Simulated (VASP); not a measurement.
Input of a VASP 6.6.1 run:

The input POSCAR:

```
MgO
1.0
    3.2882172536      0.0000000000      0.0000000000
   -1.6441086268      2.8476796748      0.0000000000
    0.0000000000      0.0000000000      5.0343661375
Mg O
2 2
Direct
    0.3333333333      0.6666666667     -0.0098385294
    0.6666666667      0.3333333333      0.4901614706
    0.3333333333      0.6666666667      0.3848385294
    0.6666666667      0.3333333333      0.8848385294
```

Contents of INCAR.step1:

```
PREC     = Accurate       # precision mode
ENCUT    = 520            # plane-wave cutoff, eV
ISMEAR   = 0              # smearing method
SIGMA    = 0.01           # smearing width, eV
LREAL    = F              # projectors in reciprocal space
LASPH    = T              # aspherical terms in the spheres
NELM     = 60             # most SCF steps
NBANDS   = 16             # bands
GGA      = PE             # functional
ALGO     = Normal         # electronic algorithm
EDIFF    = 1E-4           # SCF threshold, eV
LWAVE    = T              # write WAVECAR
LCHARG   = F              # write CHGCAR
```

Contents of INCAR.step2:

```
PREC     = Accurate       # precision mode
ENCUT    = 520            # plane-wave cutoff, eV
EDIFF    = 1E-6           # SCF threshold, eV
ISMEAR   = 0              # smearing method
SIGMA    = 0.01           # smearing width, eV
LREAL    = F              # projectors in reciprocal space
LASPH    = T              # aspherical terms in the spheres
NELM     = 60             # most SCF steps
ALGO     = Normal         # electronic algorithm
ISIF     = 2              # what is computed and relaxed
LWAVE    = F              # write WAVECAR
LCHARG   = F              # write CHGCAR
METAGGA  = R2SCAN         # meta-GGA
LMIXTAU  = T            
NBANDS   = 16             # bands
ISTART   = 1
```

Contents of KPOINTS:

```
Automatic mesh
0
Gamma
  12 12 6
```

Potentials or basis: VASP PAW PBE potentials, release 64 (Mg, O).

Run with:

```bash
$ cat potpaw_PBE.64/Mg/POTCAR potpaw_PBE.64/O/POTCAR > POTCAR
$ cp INCAR.step1 INCAR
$ mpirun -np 1 vasp_std > vasp.out
$ cp INCAR.step2 INCAR
$ mpirun -np 1 vasp_std > vasp.out
```

Predict the pressure.

-0.5 GPa.

Estimate the band gap on the k mesh.

4.21 eV.

Forces on the atoms (eV/Å):
```
Mg   0.000  0.000  0.002
Mg   0.000  0.000  0.002
O    0.000  0.000 -0.002
O    0.000  0.000 -0.002
```

Caveat: the PAW data sets were made with another functional, which shifts forces and pressure a little. A k mesh can miss the band edges.
